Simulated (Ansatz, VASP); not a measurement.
Y: VASP beside Ansatz

Contents of POSCAR:

```
Y
1.0
    3.6802375700      0.0000000000      0.0000000000
   -1.8401187800      3.1871815800      0.0000000000
    0.0000000000      0.0000000000      5.8419036900
Y
2
Direct
    0.3333000000      0.6667000000      0.2500000000
    0.6666000000      0.3333000000      0.7500000000
```

The input INCAR.step1:

```
ALGO = Normal
EDIFF = 1E-4
ENCUT = 520
GGA = PE
ISMEAR = 1
LASPH = T
LCHARG = F
LREAL = F
LWAVE = T
NBANDS = 18
NELM = 100
PREC = Accurate
SIGMA = 0.0155
```

Contents of INCAR.step2:

```
ALGO = Normal
EDIFF = 1E-6
ENCUT = 520
ISIF = 2
ISMEAR = 1
ISTART = 1
LASPH = T
LCHARG = F
LMIXTAU = T
LREAL = F
LWAVE = F
METAGGA = R2SCAN
NBANDS = 18
NELM = 100
PREC = Accurate
SIGMA = 0.0155
```

KPOINTS

```
k-points
0
Gamma
  8 8 5
```

Input for Ansatz:

```yaml
crystal:
  lattice:
    - [3.68023757, 0.0, 0.0]
    - [-1.84011878, 3.18718158, 0.0]
    - [0.0, 0.0, 5.84190369]
  atoms:
    - { symbol: "Y", position: [0.3333, 0.6667, 0.25] }
    - { symbol: "Y", position: [0.6666, 0.3333, 0.75] }
  symmetry: { tolerance: 0.0003 }
kpoints:
  mp_grid: { grid: [8, 8, 5], shift: [0, 0, 0] }
  band_path:
    path:
      - [0.0, 0.0, 0.0]
      - [0.49999986, 1.8e-07, 0.0]
      - [0.33333324, 0.33333361, 0.0]
      - [0.0, 0.0, 0.0]
      - [0.0, 0.0, 0.5]
      - [0.49999986, 1.8e-07, 0.5]
      - [0.33333324, 0.33333361, 0.5]
      - [0.0, 0.0, 0.5]
      - [0.49999986, 1.8e-07, 0.5]
      - [0.49999986, 1.8e-07, 0.0]
      - [0.33333324, 0.33333361, 0.5]
    npoints: 6
magnetization:
  spin_polarized: false
scf:
  occupations: { method: methfessel_paxton, width: 0.0155 }
  lower_state_search: "off"
  max_iter: 200
hamiltonian:
  pseudopotentials: { kind: paw }
  xc: r2scan
basis:
  ecutwfc: 500
  fft_grid_basis: typed
output:
  forces: true
  stress: true
  eigenvalues: true
  bader: true
  populations: true
  elf: true
  write_potential: true
  volumetric_format: npy
  dos:
    e_range: [-12, 8]
    de: 0.05
    projected: { site_lists: { "Y": ["Y"] } }
checkpoint:
  read: saved_state
```

Alike in both runs: task single point; functional r2SCAN; k mesh 8 × 8 × 5; occupations methfessel-paxton of order 1, width 0.0155 eV; no spin polarisation.

|  | VASP | Ansatz |
| --- | --- | --- |
| version | VASP 6.6.1 | Ansatz 0.2.0 |
| potentials or method | VASP PAW PBE potentials, release 64 (Y_sv), cutoff 520 eV | PAW plane waves |
| valence electrons in the cell | 22 | 22 |

```tsv
	VASP	Ansatz	Ansatz less VASP
pressure (GPa)	-0.8	-0.7	+0.02
traceless stress, the component that is largest in VASP (GPa)	-0.34	-0.28	+0.065
```

VASP's potentials were made for PBE, not for r2SCAN. Ansatz's warnings: structure snapped to symmetry.
